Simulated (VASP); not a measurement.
Here is a VASP 6.6.1 calculation.

The input INCAR:

```
SYSTEM = CsSnI3
PREC = Accurate
ENCUT = 520
EDIFF = 1E-7
ISMEAR = 0
SIGMA = 0.02
LREAL = .False.
LASPH = .True.
NELM = 100
ALGO = Normal
ISIF = 2
LWAVE = .False.
LCHARG = .False.
GGA = PE
NBANDS = 30
```

The input KPOINTS:

```
regular mesh
0
Gamma
  6 6 6
  0 0 0
```

The input POSCAR:

```
CsSnI3
1.0
    6.2831701600      0.0000000000      0.0000000000
    0.0000000000      6.2831701600      0.0000000000
    0.0000000000      0.0000000000      6.2831701600
Cs Sn I
1 1 3
Direct
    0.0000000000      0.0000000000      0.0000000000
    0.5000000000      0.5000000000      0.5000000000
    0.0000000000      0.5000000000      0.5000000000
    0.5000000000      0.0000000000      0.5000000000
    0.5000000000      0.5000000000      0.0000000000
```

Potentials or basis: VASP PAW PBE potentials, release 64 (Cs_sv, Sn_d, I).

The run is started by

```sh
$ cat potpaw_PBE.64/Cs_sv/POTCAR potpaw_PBE.64/Sn_d/POTCAR potpaw_PBE.64/I/POTCAR > POTCAR
$ mpirun -np 1 vasp_std > vasp.out
```

Question: Predict the pressure.

Answer: 0.0 GPa.

Question: What does it give for the band gap on the k mesh?

Answer: 0.47 eV.

Caveat: semilocal functionals underestimate gaps, and a narrow one can read as zero; spin-orbit coupling is left out, which moves the levels of the heavy elements. A k mesh can miss the band edges.
